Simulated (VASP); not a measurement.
A run of VASP 6.6.1 is set up as follows.

File POSCAR:

```
WC
1.0
    0.0000000000      2.1742572128      2.1742572128
    2.1742572128      0.0000000000      2.1742572128
    2.1742572128      2.1742572128      0.0000000000
W C
1 1
Direct
    0.0000000000      0.0000000000      0.0000000000
    0.5000000000      0.5000000000      0.5000000000
```

File INCAR.step1:

```
PREC = Accurate
ENCUT = 1430
ISMEAR = -1
SIGMA = 0.1
LREAL = F
LASPH = T
NELM = 120
NBANDS = 16
GGA = PE
ALGO = Normal
EDIFF = 1E-5
LWAVE = T
LCHARG = F
GGA_COMPAT = F
```

The input INCAR.step2:

```
PREC = Accurate
ENCUT = 1430
EDIFF = 1E-6
ISMEAR = -1
SIGMA = 0.1
LREAL = F
LASPH = T
NELM = 120
ALGO = Normal
ISIF = 2
LWAVE = F
LCHARG = T
METAGGA = R2SCAN
LMIXTAU = T
LELF = T
LVHAR = T
NBANDS = 16
ISTART = 1
GGA_COMPAT = F
```

Contents of KPOINTS:

```
regular mesh
0
Gamma
  11 11 11
```

Potentials or basis: VASP PAW PBE potentials, release 64 (W_sv, C_h).

The run is started by

```bash
$ cat potpaw_PBE.64/W_sv/POTCAR potpaw_PBE.64/C_h/POTCAR > POTCAR
$ cp INCAR.step1 INCAR
$ mpirun -np 1 vasp_std > vasp.out
$ cp INCAR.step2 INCAR
$ mpirun -np 1 vasp_std > vasp.out
```

Estimate the band gap on the k mesh.

zero (bands 9 and 10 overlap by 3.34 eV).

Predict the pressure.

6.3 GPa.

Caveat: the cell stands under pressure; the PAW data sets were made with another functional, which shifts forces and pressure a little; spin-orbit coupling is left out, which moves the levels of the heavy elements.
